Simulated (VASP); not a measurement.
B: relaxation of cell and atoms with PBE

Crystal: B.

```
CELL_PARAMETERS angstrom
-2.74343 2.74343 2.74343
2.74343 -2.74343 2.74343
2.74343 2.74343 -2.74343
ATOMIC_POSITIONS crystal
B 0.12500 0.75000 0.87500
B 0.75000 0.37500 0.62500
B 0.62500 0.37500 0.25000
B 0.75000 0.87500 0.12500
B 0.12500 0.87500 0.25000
B 0.25000 0.12500 0.87500
B 0.87500 0.12500 0.75000
B 0.37500 0.62500 0.75000
B 0.37500 0.25000 0.62500
B 0.87500 0.25000 0.12500
B 0.25000 0.62500 0.37500
B 0.62500 0.75000 0.37500
```

- Program: VASP 6.6.1
- Task: relaxation of cell and atoms
- Functional: PBE
- Potentials or basis: VASP PAW PBE potentials, release 64 (B)
- Cutoff: 600 eV
- k mesh: 4 × 4 × 4
- Occupations: gaussian, width 0.1 eV
- Spin: no spin polarisation
- Dipole correction: no
- Further INCAR settings: ALGO = Normal; EDIFF = 1e-07; IBRION = 2; EDIFFG = -0.04; NSW = 90; ISIF = 3

```
Relaxed volume                         : 7.76 Å³/atom
Relaxed cell                           : a = 4.945 Å, b = 4.945 Å, c = 4.945 Å, α = 109.47°, β = 109.47°, γ = 109.47°
Space group after relaxing (to 0.05 Å) : Ia-3d (No. 230)
Energy gained by relaxing              : 71.8 meV/atom
Ionic steps                            : 3
Pressure after relaxing                : 0.1 GPa
Band gap on the k mesh                 : zero (band 18 reaches 5.92 eV, above the bottom of band 19 at 4.73 eV)
```

The path:
```csv
step,energy change (eV),largest force (eV/Å),pressure (GPa),volume (Å³)
1,0.0000,0.0000,28.69,82.59
2,-0.7077,0.0000,-9.33,98.22
3,-0.8620,0.0000,0.07,93.11
```

Final structure:
```
CELL_PARAMETERS angstrom
-2.85522 2.85522 2.85522
2.85522 -2.85522 2.85522
2.85522 2.85522 -2.85522
ATOMIC_POSITIONS crystal
B 0.12500 0.75000 0.87500
B 0.75000 0.37500 0.62500
B 0.62500 0.37500 0.25000
B 0.75000 0.87500 0.12500
B 0.12500 0.87500 0.25000
B 0.25000 0.12500 0.87500
B 0.87500 0.12500 0.75000
B 0.37500 0.62500 0.75000
B 0.37500 0.25000 0.62500
B 0.87500 0.25000 0.12500
B 0.25000 0.62500 0.37500
B 0.62500 0.75000 0.37500
```

Levels at points of the mesh, in eV from the Fermi level:
```tsv
k point	band 14	band 15	band 16	band 17	band 18	band 19	band 20	band 21
(0.00, 0.00, 0.00)	-2.01	-2.01	-2.01	0.26	0.26	2.12	2.12	2.12
(0.50, 0.00, 0.00)	-2.92	-1.74	-1.74	-1.06	-1.06	-0.01	-0.01	1.56
(0.50, 0.50, 0.50)	-3.75	-1.09	-1.09	-1.09	-1.09	1.74	1.74	1.74
```

It took 51 s on 1 thread of Intel(R) Xeon(R) Platinum 8259CL CPU @ 2.50GHz (Skylake/Cascade Lake) (shared host), peak memory 0.22 GiB.

Caveat: the k points lie up to 0.39 Å⁻¹ apart in the final cell.
